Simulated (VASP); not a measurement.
Write the native input for VASP 6.6.1 that does the following.

```
Task                   : single point
Functional             : LDA
Potentials or basis    : VASP PAW LDA potentials, release 64 (Zn)
Cutoff                 : 520 eV
k mesh                 : 11 × 11 × 6
Occupations            : fermi-dirac, width 0.05 eV
Spin                   : no spin polarisation
Dipole correction      : no
Further INCAR settings : ALGO = Normal; EDIFF = 1e-06; NBANDS = 19
```

The structure of Zn lies in POSCAR:

```
Zn
1.0
    2.6876826345      0.0000000000      0.0000000000
   -1.3438413173      2.3276014388      0.0000000000
    0.0000000000      0.0000000000      4.9988883757
Zn
2
Direct
    0.6666666667      0.3333333333      0.7500000000
    0.3333333333      0.6666666667      0.2500000000
```

One way to write it, as run:

INCAR

```
SYSTEM = Zn
PREC     = Accurate       ! precision mode
ENCUT    = 520            ! plane-wave cutoff, eV
EDIFF    = 1E-6           ! SCF threshold, eV
ISMEAR   = -1             ! smearing method
SIGMA    = 0.05           ! smearing width, eV
LREAL    = .False.        ! projectors in reciprocal space
LASPH    = .True.         ! aspherical terms in the spheres
NELM     = 60             ! most SCF steps
ALGO     = Normal         ! electronic algorithm
ISIF     = 2              ! what is computed and relaxed
LWAVE    = .False.        ! write WAVECAR
LCHARG   = .True.         ! write CHGCAR
LELF     = .True.         ! ELF
LVHAR    = .True.       
NBANDS   = 19             ! bands
```

KPOINTS

```
regular mesh
0
Gamma
  11 11 6
  0 0 0
```

Potentials or basis: VASP PAW LDA potentials, release 64 (Zn).

The run is started by

```sh
$ cat potpaw_LDA.64/Zn/POTCAR > POTCAR
$ mpirun -np 1 vasp_std > vasp.out
```

It gave:

```
Pressure               : -9.7 GPa
Band gap on the k mesh : zero (band 12 reaches 4.38 eV, above the bottom of band 13 at -0.46 eV)
```

Wall time 18 s on 1 thread of Intel(R) Xeon(R) Platinum 8488C (Sapphire Rapids) (shared host), peak memory 0.15 GiB.
